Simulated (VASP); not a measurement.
# AlN (P6_3mc) in VASP: notebook

Runs on AlN. Level: r2SCAN. Tasks: single point.

Program: VASP 6.6.1. These are calculated values, not measurements. Logs are shortened: lines on timing, memory, paths and dates and some standing lists are left out, and cuts for length are marked.

## (1) The cell of the first run

Symmetry: P6_3mc, No. 186, hexagonal system. The conventional cell has a = 3.169 Å, b = 3.169 Å, c = 4.922 Å, α = 90.00°, β = 90.00°, γ = 120.00°. Al (site symmetry 3m) has 4 N at 1.90 to 1.91 Å within 2.5 Å. Within 2.5 Å of N (site symmetry 3m) lie 4 Al at 1.90 to 1.91 Å.

## (2) Single point, r2SCAN (in-plane strain +0.02, then relaxed in part)

POSCAR

```
AlN
1.0
    3.1688295765      0.0000000000      0.0000000000
   -1.5844147882      2.7442869135      0.0000000000
    0.0000000000      0.0000000000      4.9215146375
Al N
2 2
Direct
    0.3333333333      0.6666666667     -0.0035056558
    0.6666666667      0.3333333333      0.4964943442
    0.3333333333      0.6666666667      0.3835056558
    0.6666666667      0.3333333333      0.8835056558
```

INCAR.step1

```
SYSTEM = AlN
PREC = Accurate
ENCUT = 520
ISMEAR = 0
SIGMA = 0.01
LREAL = .FALSE.
LASPH = .TRUE.
NELM = 100
NBANDS = 16
GGA = PE
ALGO = Normal
EDIFF = 1E-4
LWAVE = .TRUE.
LCHARG = .FALSE.
```

INCAR.step2

```
SYSTEM = AlN
PREC = Accurate
ENCUT = 520
EDIFF = 1E-6
ISMEAR = 0
SIGMA = 0.01
LREAL = .FALSE.
LASPH = .TRUE.
NELM = 100
ALGO = Normal
ISIF = 2
LWAVE = .FALSE.
LCHARG = .FALSE.
METAGGA = R2SCAN
LMIXTAU = .TRUE.
NBANDS = 16
ISTART = 1
```

KPOINTS

```
Automatic mesh
0
G
  8 8 4
  0 0 0
```

Potentials or basis: VASP PAW PBE potentials, release 64 (Al, N).

The run is started by

```bash
cat potpaw_PBE.64/Al/POTCAR potpaw_PBE.64/N/POTCAR > POTCAR
cp INCAR.step1 INCAR
mpirun -np 1 vasp_std > vasp.out
cp INCAR.step2 INCAR
mpirun -np 1 vasp_std > vasp.out
```

OUTCAR:

```text
SYSTEM = AlN
   PREC = Accurate
   ENCUT = 520
   EDIFF = 1E-6
   ISMEAR = 0
   LREAL = .FALSE.
   LASPH = .TRUE.
   NELM = 100
   ISIF = 2
   METAGGA = R2SCAN
   ISTART = 1

 ion  position               nearest neighbor table
   1  0.333  0.667  0.996-   3 1.90   4 1.91   4 1.91   4 1.91   2 3.07   2 3.07   2 3.07   2 3.07
                             2 3.07   2 3.07
   2  0.667  0.333  0.496-   4 1.90   3 1.91   3 1.91   3 1.91   1 3.07   1 3.07   1 3.07   1 3.07
                             1 3.07   1 3.07
   3  0.333  0.667  0.384-   1 1.90   2 1.91   2 1.91   2 1.91
   4  0.667  0.333  0.884-   2 1.90   1 1.91   1 1.91   1 1.91

  LATTYP: Found a hexagonal cell.
 ALAT       =     3.1688295765
 C/A-ratio  =     1.5531017111

  Lattice vectors:

 A1 = (   3.1688295765,   0.0000000000,   0.0000000000)
 A2 = (  -1.5844147882,   2.7442869135,   0.0000000000)
 A3 = (   0.0000000000,   0.0000000000,   4.9215146375)

Analysis of symmetry for initial positions (statically):
=====================================================================
 Subroutine PRICEL returns:
 Original cell was already a primitive cell.

 Routine SETGRP: Setting up the symmetry group for a
 hexagonal supercell.

 Subroutine GETGRP returns: Found 12 space group operations
 (whereof  6 operations were pure point group operations)
 out of a pool of 24 trial point group operations.

The static configuration has the point symmetry C_3v.
 The point group associated with its full space group is C_6v.

Analysis of symmetry for dynamics (positions and initial velocities):
=====================================================================
 Subroutine PRICEL returns:
 Original cell was already a primitive cell.

 Routine SETGRP: Setting up the symmetry group for a
 hexagonal supercell.

 Subroutine GETGRP returns: Found 12 space group operations
 (whereof  6 operations were pure point group operations)
 out of a pool of 24 trial point group operations.

The dynamic configuration has the point symmetry C_3v.
 The point group associated with its full space group is C_6v.

 Subroutine INISYM returns: Found 12 space group operations
 (whereof  6 operations are pure point group operations),
 and found     1 'primitive' translations

----------------------------------------------------------------------------------------

                                     Primitive cell

  volume of cell :      42.7984

  direct lattice vectors                    reciprocal lattice vectors
     3.168829576  0.000000000  0.000000000     0.315573929  0.182196693  0.000000000
    -1.584414788  2.744286913  0.000000000     0.000000000  0.364393386  0.000000000
     0.000000000  0.000000000  4.921514637     0.000000000  0.000000000  0.203189480

  length of vectors
     3.168829576  3.168829576  4.921514637     0.364393386  0.364393386  0.203189480

  position of ions in fractional coordinates (direct lattice)
     0.333333333  0.666666667  0.996494344
     0.666666667  0.333333333  0.496494344
     0.333333333  0.666666667  0.383505656
     0.666666667  0.333333333  0.883505656

  ion indices of the primitive-cell ions
   primitive index   ion index
                 1           1
                 2           2
                 3           3
                 4           4

----------------------------------------------------------------------------------------

 KPOINTS: Automatic mesh

Automatic generation of k-mesh.
 Grid dimensions read from file:
 generate k-points for:    8    8    4

 Generating k-lattice:

  Cartesian coordinates                     Fractional coordinates (reciprocal lattice)
     0.039446741  0.022774587  0.000000000     0.125000000  0.000000000  0.000000000
     0.000000000  0.045549173  0.000000000     0.000000000  0.125000000  0.000000000
     0.000000000  0.000000000  0.050797370     0.000000000  0.000000000  0.250000000

  Length of vectors
     0.045549173  0.045549173  0.050797370

  Shift w.r.t. Gamma in fractional coordinates (k-lattice)
     0.000000000  0.000000000  0.000000000

 Subroutine IBZKPT returns following result:
 ===========================================

 Found     30 irreducible k-points:

 Following reciprocal coordinates:
            Coordinates               Weight
  0.000000  0.000000  0.000000      1.000000
  0.125000  0.000000  0.000000      6.000000
  0.250000  0.000000  0.000000      6.000000
  0.375000  0.000000  0.000000      6.000000
  0.500000  0.000000  0.000000      3.000000
  0.125000  0.125000  0.000000      6.000000
[... 16 lines left out ...]
  0.250000  0.000000  0.500000      6.000000
  0.375000  0.000000  0.500000      6.000000
 [... further k-points ...]
   k-points           NKPTS =     30   k-points in BZ     NKDIM =     30   number of bands    NBANDS=     16
   number of dos      NEDOS =    301   number of ions     NIONS =      4
   total plane-waves  NPLWV =  23040
   dimension x,y,z NGX =    24 NGY =   24 NGZ =   40
   dimension x,y,z NGXF=    48 NGYF=   48 NGZF=   80
   ions per type =               2   2
   NGX,Y,Z   is equivalent  to a cutoff of  12.59, 12.59, 13.51 a.u.
   NGXF,Y,Z  is equivalent  to a cutoff of  25.18, 25.18, 27.02 a.u.
 SYSTEM =  AlN
   PREC   = accura    normal or accurate (medium, high low for compatibility)
   ISTART =      1    job   : 0-new  1-cont  2-samecut
   ICHARG =      0    charge: 1-file 2-atom 10-const
   ISPIN  =      1    spin polarized calculation?
   LNONCOLLINEAR =      F non collinear calculations
   LSORBIT =      F    spin-orbit coupling
   LASPH  =      T    aspherical Exc in radial PAW
   ENCUT  =  520.0 eV  38.22 Ry    6.18 a.u.   5.89  5.89  9.15*2*pi/ulx,y,z
   NELM   =    100;   NELMIN=  2; NELMDL=  0     # of ELM steps
   EDIFF  = 0.1E-05   stopping-criterion for ELM
   LREAL  =      F    real-space projection
   EDIFFG = 0.1E-04   stopping-criterion for IOM
   NSW    =      0    number of steps for IOM
   IBRION =     -1    ionic relax: 0-MD 1-quasi-New 2-CG
   NFREE  =      0    steps in history (QN), initial steepest desc. (CG)
   ISIF   =      2    stress and relaxation
   ISYM   =      2    0-nonsym 1-usesym 2-fastsym
   POTIM  = 0.5000    time-step for ionic-motion
   TEBEG  =    0.0;   TEEND  =   0.0 temperature during run
   PSTRESS=    0.0 pullay stress
   NELECT =      16.0000    total number of electrons
   NUPDOWN=      -1.0000    fix difference up-down
   EMIN   =  10.00;   EMAX   =-10.00  energy-range for DOS
   EFERMI =   0.00;   METHOD = LEGACY
   ISMEAR =     0;   SIGMA  =   0.01  broadening in eV -4-tet -1-fermi 0-gaus
   EFERMI_NEDOS =   21; number of points for ismear=-14 and -15
   IALGO  =     38    algorithm
   IMIX   =      4    mixing-type and parameters
     AMIX     =   0.40;   BMIX     =  1.00
     AMIX_MAG =   1.60;   BMIX_MAG =  1.00
  volume/ion in A,a.u.               =      10.70        72.20
  Fermi-wavevector in a.u.,A,eV,Ry     =   1.179340  2.228630 18.923572  1.390843
  Thomas-Fermi vector in A             =   2.315653
   LORBIT       =      0    0 simple, 1 ext, 2 COOP (PROOUT), +10 PAW based schemes
   METAGGA = R2SCAN    functional components
   LHFCALC =     F    Hartree Fock is set to
   AEXX    =    0.0000 exact exchange contribution
   IVDW    =     0    specifies the selected vdW correction
   LEPSILON=     F    determine dielectric tensor
   LRPA    =     F    only Hartree local field effects (RPA)
 non-spin polarized calculation
 Gauss-broadening in eV      SIGMA  =   0.01
  energy-cutoff  :      520.00
  volume of cell :       42.80
 maximum number of plane-waves:      1168
 NGX is ok and might be reduce to    24
   NGX = 11   NGY = 11   NGZ = 19

 number of electron      16.0000002 magnetization

 Free energy of the ion-electron system (eV)
  ---------------------------------------------------
  ext. energy  EPLUGINS =         0.00000000
  ---------------------------------------------------
  free energy    TOTEN  =       -38.40611945 eV

  energy without entropy =      -38.40611945  energy(sigma->0) =      -38.40611945

 E-fermi :   5.9039     XC(G=0): -11.2911

 val. band max:        5.8392721513   @ k =   0.0000   0.0000   0.0000
 cond. band min:      10.3311404554   @ k =   0.0000   0.0000   0.0000
 fundamental gap:      4.4918683042
 Fermi energy:         5.9039379495

 k-point     1 :       0.0000    0.0000    0.0000
  band No.  band energies     occupation
      1     -10.1595      2.00000
      2      -7.9918      2.00000
      3      -0.1771      2.00000
      4       4.6295      2.00000
      5       4.6295      2.00000
      6       5.3773      2.00000
[... 8 lines left out ...]
     15      19.3144      0.00000
     16      20.1310      0.00000

 k-point     2 :       0.1250    0.0000    0.0000
  band No.  band energies     occupation
      1      -9.9721      2.00000
      2      -7.8989      2.00000
      3       0.0515      2.00000
      4       3.8069      2.00000
      5       4.3895      2.00000
      6       4.5890      2.00000
[... 8 lines left out ...]
     15      19.1511      0.00000
     16      19.3131      0.00000

 k-point     3 :       0.2500    0.0000    0.0000
  band No.  band energies     occupation
      1      -9.4529      2.00000
      2      -7.6888      2.00000
      3       0.7069      2.00000
      4       2.1604      2.00000
      5       3.2113      2.00000
      6       3.9282      2.00000
[... 8 lines left out ...]
     15      18.6574      0.00000
     16      19.3910      0.00000

 k-point     4 :       0.3750    0.0000    0.0000
  band No.  band energies     occupation
      1      -8.7595      2.00000
      2      -7.5622      2.00000
      3       0.7858      2.00000
      4       1.6599      2.00000
      5       2.0653      2.00000
      6       3.5519      2.00000
[... 8 lines left out ...]
     15      18.7488      0.00000
     16      21.1643      0.00000
[... 324 lines left out ...]
 k-point    22 :       0.1250    0.0000    0.5000
  band No.  band energies     occupation
      1      -9.0926      2.00000
      2      -9.0926      2.00000
      3       2.3531      2.00000
      4       2.3531      2.00000
      5       4.5652      2.00000
      6       4.5652      2.00000
[... 8 lines left out ...]
     15      18.1163      0.00000
     16      18.1163      0.00000

 k-point    23 :       0.2500    0.0000    0.5000
  band No.  band energies     occupation
      1      -8.6739      2.00000
      2      -8.6739      2.00000
      3       1.6119      2.00000
      4       1.6119      2.00000
      5       4.1910      2.00000
      6       4.1910      2.00000
[... 8 lines left out ...]
     15      18.9907      0.00000
     16      18.9907      0.00000

 k-point    24 :       0.3750    0.0000    0.5000
  band No.  band energies     occupation
      1      -8.1825      2.00000
      2      -8.1825      2.00000
      3       0.5549      2.00000
      4       0.5549      2.00000
      5       4.2147      2.00000
      6       4.2147      2.00000
[... 8 lines left out ...]
     15      19.5835      0.00000
     16      19.5835      0.00000

 [... further k-points ...]
[... 5 lines left out ...]
  --------------------------------------------------------------------------------------
  -------------------------------------------------------------------------------------
  Total       -2.5244359     -2.5244359     -0.0918060     -0.0000000      0.0000000      0.0000000
  in kB      -94.5034678    -94.5034678     -3.4368026     -0.0000000      0.0000000      0.0000000
  external PRESSURE =     -64.1479128 kB  Pullay stress =       0.0000000 kB

 VOLUME and BASIS-vectors are now :
 -----------------------------------------------------------------------------
  energy-cutoff  :      520.00
  volume of cell :       42.80
      direct lattice vectors                 reciprocal lattice vectors
     3.168829576  0.000000000  0.000000000     0.315573929  0.182196693  0.000000000
    -1.584414788  2.744286913  0.000000000     0.000000000  0.364393386  0.000000000
     0.000000000  0.000000000  4.921514637     0.000000000  0.000000000  0.203189480

 POSITION                                       TOTAL-FORCE (eV/Angst)
 -----------------------------------------------------------------------------------
     -0.00000      1.82952      4.90426        -0.000000     -0.000000     -0.004513
      1.58441      0.91476      2.44350         0.000000      0.000000     -0.004513
     -0.00000      1.82952      1.88743         0.000000     -0.000000      0.004513
      1.58441      0.91476      4.34819        -0.000000      0.000000      0.004513
 -----------------------------------------------------------------------------------
    total drift:                               -0.000000      0.000000     -0.026197

  FREE ENERGIE OF THE ION-ELECTRON SYSTEM (eV)
  ---------------------------------------------------
  free  energy   TOTEN  =       -38.4061194480 eV

  energy  without entropy=      -38.4061194480  energy(sigma->0) =      -38.40611945
```

It took 56 s on 1 thread of Intel Xeon 6975P-C, shared host; peak memory 0.16 GiB.

Results:

```yaml
Free_energy: -38.4061 eV
Pressure: -6.4 GPa
Largest_force: 0.005 eV/Å
Band_gap_on_the_k_mesh: 4.49 eV, direct
```

Forces on the atoms (eV/Å):
```
Al   0.000  0.000 -0.005
Al   0.000  0.000 -0.005
N    0.000  0.000  0.005
N    0.000  0.000  0.005
```

Caveat: the cell differs from its parent crystal (in-plane strain +0.02, then relaxed in part); the PAW data sets were made with another functional, which shifts forces and pressure a little.

## (3) Single point, r2SCAN (in-plane strain +0.02)

POSCAR

```
AlN
1.0
    3.1688295765      0.0000000000      0.0000000000
   -1.5844147882      2.7442869135      0.0000000000
    0.0000000000      0.0000000000      4.9187757359
Al N
2 2
Direct
    0.3333333333      0.6666666667     -0.0008019551
    0.6666666667      0.3333333333      0.4991980449
    0.3333333333      0.6666666667      0.3808019551
    0.6666666667      0.3333333333      0.8808019551
```

INCAR.step1

```
SYSTEM = AlN
PREC     = Accurate       ! precision mode
ENCUT    = 520            ! plane-wave cutoff, eV
ISMEAR   = 0              ! smearing method
SIGMA    = 0.01           ! smearing width, eV
LREAL    = .FALSE.        ! projectors in reciprocal space
LASPH    = .TRUE.         ! aspherical terms in the spheres
NELM     = 80             ! most SCF steps
NBANDS   = 16             ! bands
GGA      = PE             ! functional
ALGO     = Normal         ! electronic algorithm
EDIFF    = 1E-4           ! SCF threshold, eV
LWAVE    = .TRUE.         ! write WAVECAR
LCHARG   = .FALSE.        ! write CHGCAR
```

INCAR.step2

```
SYSTEM = AlN
PREC     = Accurate       ! precision mode
ENCUT    = 520            ! plane-wave cutoff, eV
EDIFF    = 1E-6           ! SCF threshold, eV
ISMEAR   = 0              ! smearing method
SIGMA    = 0.01           ! smearing width, eV
LREAL    = .FALSE.        ! projectors in reciprocal space
LASPH    = .TRUE.         ! aspherical terms in the spheres
NELM     = 80             ! most SCF steps
ALGO     = Normal         ! electronic algorithm
ISIF     = 2              ! what is computed and relaxed
LWAVE    = .FALSE.        ! write WAVECAR
LCHARG   = .FALSE.        ! write CHGCAR
METAGGA  = R2SCAN         ! meta-GGA
LMIXTAU  = .TRUE.       
NBANDS   = 16             ! bands
ISTART   = 1
```

KPOINTS is that of step 2.

Potentials or basis: VASP PAW PBE potentials, release 64 (Al, N).

The run is started by

```bash
cat potpaw_PBE.64/Al/POTCAR potpaw_PBE.64/N/POTCAR > POTCAR
cp INCAR.step1 INCAR
mpirun -np 1 vasp_std > vasp.out
cp INCAR.step2 INCAR
mpirun -np 1 vasp_std > vasp.out
```

Wall time 52 s (1 thread of Intel Xeon 6975P-C, shared host); peak memory 0.17 GiB.

Results (log left out):

```
Free energy            : -38.3963 eV
Pressure               : -5.9 GPa
Largest force          : 0.365 eV/Å
Band gap on the k mesh : 4.58 eV, direct
```

Forces on the atoms (eV/Å):
```
Al   0.000  0.000 -0.365
Al   0.000  0.000 -0.365
N    0.000  0.000  0.365
N    0.000  0.000  0.365
```

Stress tensor (GPa, compression positive):
```
-10.28   0.00   0.00
  0.00 -10.28   0.00
  0.00   0.00   2.77
```

Levels at points of the mesh, in eV from the valence-band top:
```tsv
k point	band 4	band 5	band 6	band 7	band 8	band 9	band 10	band 11	band 12	band 13
(0.00, 0.00, 0.00)	-1.09	-1.09	-0.34	-0.34	0.00	4.58	6.89	11.44	11.45	11.45
(0.50, 0.00, 0.00)	-4.13	-3.43	-2.32	-1.82	-0.76	6.20	6.50	8.70	11.01	11.36
(0.00, 0.00, 0.50)	-3.30	-0.73	-0.73	-0.73	-0.73	6.78	6.78	11.13	11.13	11.75
(0.50, 0.00, 0.50)	-5.67	-1.63	-1.63	-1.37	-1.37	5.89	5.89	9.95	9.95	12.60
```

Caveat: the cell differs from its parent crystal (in-plane strain +0.02); the PAW data sets were made with another functional, which shifts forces and pressure a little.
